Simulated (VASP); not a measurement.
Set up this calculation in VASP 6.6.1, as the native input.

```
Task                   : single point
Functional             : r2SCAN
Potentials or basis    : VASP PAW PBE potentials, release 64 (Ti_sv)
Cutoff                 : 520 eV
k mesh                 : 18 × 18 × 10
Occupations            : gaussian, width 0.15 eV
Spin                   : no spin polarisation
Dipole correction      : no
Further INCAR settings : ALGO = Normal; EDIFF = 1e-07; NBANDS = 19
```

Crystal: Ti.

```
CELL_PARAMETERS angstrom
2.86150 0.00000 0.00000
-1.43075 2.47813 0.00000
0.00000 0.00000 4.68600
ATOMIC_POSITIONS crystal
Ti 0.33333 0.66667 0.25000
Ti 0.66667 0.33333 0.75000
```

This cell differs from its parent crystal: strain -0.030 along x and y, +0.000 along z.

The input as run:

POSCAR

```
Ti
1.0
    2.8614979246      0.0000000000      0.0000000000
   -1.4307489623      2.4781298956      0.0000000000
    0.0000000000      0.0000000000      4.6860000000
Ti
2
Direct
    0.3333333333      0.6666666667      0.2500000000
    0.6666666667      0.3333333333      0.7500000000
```

INCAR.step1

```
SYSTEM = Ti
PREC     = Accurate       ! precision mode
ENCUT    = 520            ! plane-wave cutoff, eV
ISMEAR   = 0              ! smearing method
SIGMA    = 0.15           ! smearing width, eV
LREAL    = .FALSE.        ! projectors in reciprocal space
LASPH    = .TRUE.         ! aspherical terms in the spheres
NELM     = 60             ! most SCF steps
NBANDS   = 19             ! bands
GGA      = PE             ! functional
ALGO     = Normal         ! electronic algorithm
EDIFF    = 1E-4           ! SCF threshold, eV
LWAVE    = .TRUE.         ! write WAVECAR
LCHARG   = .FALSE.        ! write CHGCAR
```

INCAR.step2

```
SYSTEM = Ti
PREC     = Accurate       ! precision mode
ENCUT    = 520            ! plane-wave cutoff, eV
EDIFF    = 1E-7           ! SCF threshold, eV
ISMEAR   = 0              ! smearing method
SIGMA    = 0.15           ! smearing width, eV
LREAL    = .FALSE.        ! projectors in reciprocal space
LASPH    = .TRUE.         ! aspherical terms in the spheres
NELM     = 60             ! most SCF steps
ALGO     = Normal         ! electronic algorithm
ISIF     = 2              ! what is computed and relaxed
LWAVE    = .FALSE.        ! write WAVECAR
LCHARG   = .FALSE.        ! write CHGCAR
METAGGA  = R2SCAN         ! meta-GGA
LMIXTAU  = .TRUE.       
NBANDS   = 19             ! bands
ISTART   = 1
```

KPOINTS

```
regular mesh
0
G
  18 18 10
  0 0 0
```

Potentials or basis: VASP PAW PBE potentials, release 64 (Ti_sv).

Command:

```bash
$ cat potpaw_PBE.64/Ti_sv/POTCAR > POTCAR
$ cp INCAR.step1 INCAR
$ mpirun -np 1 vasp_std > vasp.out
$ cp INCAR.step2 INCAR
$ mpirun -np 1 vasp_std > vasp.out
```

It gave:

| Item | Value |
| --- | --- |
| Pressure | 5.6 GPa |
| Band gap on the k mesh | zero (bands 12 and 13 overlap by 1.18 eV) |

Caveat: the cell differs from its parent crystal (strain -0.030 along x and y, +0.000 along z); the cell stands under pressure; the PAW data sets were made with another functional, which shifts forces and pressure a little.

Wall time 7.5 min on 1 thread of Intel(R) Xeon(R) Platinum 8488C (Sapphire Rapids), with other jobs on the host, peak memory 0.24 GiB.
